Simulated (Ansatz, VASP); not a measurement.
## One calculation of GaAs, two programs

INCAR

```
SYSTEM = GaAs
ALGO = Normal ; EDIFF = 1E-6
ENCUT = 500 ; GGA = PE
GGA_COMPAT = .FALSE. ; ISIF = 2
ISMEAR = -1 ; LASPH = .TRUE.
LCHARG = .TRUE. ; LELF = .TRUE.
LREAL = .FALSE. ; LVHAR = .TRUE.
LWAVE = .FALSE. ; NBANDS = 16
NELM = 120 ; PREC = Accurate
SIGMA = 0.01
```

Contents of KPOINTS:

```
k-points
0
G
  6 6 6
  0 0 0
```

File POSCAR:

```
GaAs
1.0
    0.0000000000      2.8324871021      2.8324871021
    2.8324871021      0.0000000000      2.8324871021
    2.8324871021      2.8324871021      0.0000000000
Ga As
1 1
Direct
    0.0000000000      0.0000000000      0.0000000000
    0.7499999995      0.7499999995      0.7499999995
```

Input for Ansatz:

```yaml
crystal:
  lattice:
    - [0.0, 2.8324871021, 2.8324871021]
    - [2.8324871021, 0.0, 2.8324871021]
    - [2.8324871021, 2.8324871021, 0.0]
  atoms:
    - { symbol: Ga, position: [0.0, 0.0, 0.0] }
    - { symbol: As, position: [0.7499999995, 0.7499999995, 0.7499999995] }
basis:
  ecutwfc: 420.0
  ecutrho_ratio: 4
  xc_grid: 2
  precision: f64
hamiltonian:
  pseudopotentials: { kind: paw, azcp: { folder: soft_1 } }
  xc: pbe
scf:
  max_iter: 60
  occupations: { method: fermi_dirac, width: 0.01 }
kpoints:
  mp_grid: { grid: [6, 6, 6] }
  band_path: { path: [VBM, CBM], npoints: 1 }
checkpoint:
  write: "../edges0.b3lyp.run"
  compress: false
  write_wavefunctions: true
  write_every: 100000
```

Alike in both runs: task single point; functional PBE; k mesh 6 × 6 × 6; occupations fermi-dirac, width 0.01 eV; no spin polarisation.

|  | VASP | Ansatz |
| --- | --- | --- |
| version | VASP 6.6.1 | Ansatz 0.2.0 |
| potentials or method | VASP PAW PBE potentials, release 64 (Ga_d, As), cutoff 500 eV | plane-wave PAW DFT |
| valence electrons in the cell | 18 | 28 |

```tsv
	VASP	Ansatz	Ansatz less VASP
gap on the k mesh at the Fermi level (eV)	0.47	0.47	-0.002
```

The functional is the same, so the differences come from potentials, cutoffs and numerics. VASP's potentials hold 18 valence electrons a cell and Ansatz's 28, so a difference there can come from the potentials and not from the codes.
